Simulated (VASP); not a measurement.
Here is a VASP 6.6.1 calculation.

Contents of INCAR:

```
ALGO = Normal
EDIFF = 1E-6
ENCUT = 520
GGA = PE
ISIF = 2
ISMEAR = -1
LASPH = True
LCHARG = True
LELF = True
LREAL = False
LVHAR = True
LWAVE = False
NBANDS = 17
NELM = 100
PREC = Accurate
SIGMA = 0.05
```

The input KPOINTS:

```
k-points
0
Gamma
  8 8 8
```

POSCAR

```
PbS
1.0
    0.0000000000      3.0047775019      3.0047775019
    3.0047775019      0.0000000000      3.0047775019
    3.0047775019      3.0047775019      0.0000000000
Pb S
1 1
Direct
    0.0000000000      0.0000000000      0.0000000000
    0.5000000000      0.5000000000      0.5000000000
```

Potentials or basis: VASP PAW PBE potentials, release 64 (Pb_d, S).

The run is started by

```bash
$ cat potpaw_PBE.64/Pb_d/POTCAR potpaw_PBE.64/S/POTCAR > POTCAR
$ mpirun -np 1 vasp_std > vasp.out
```

Task: What does it give for the band gap on the k mesh?

Result: 0.50 eV, direct.

Task: Estimate the pressure.

Result: -0.1 GPa.

Caveat: spin-orbit coupling is left out, which moves the levels of the heavy elements. A k mesh can miss the band edges.
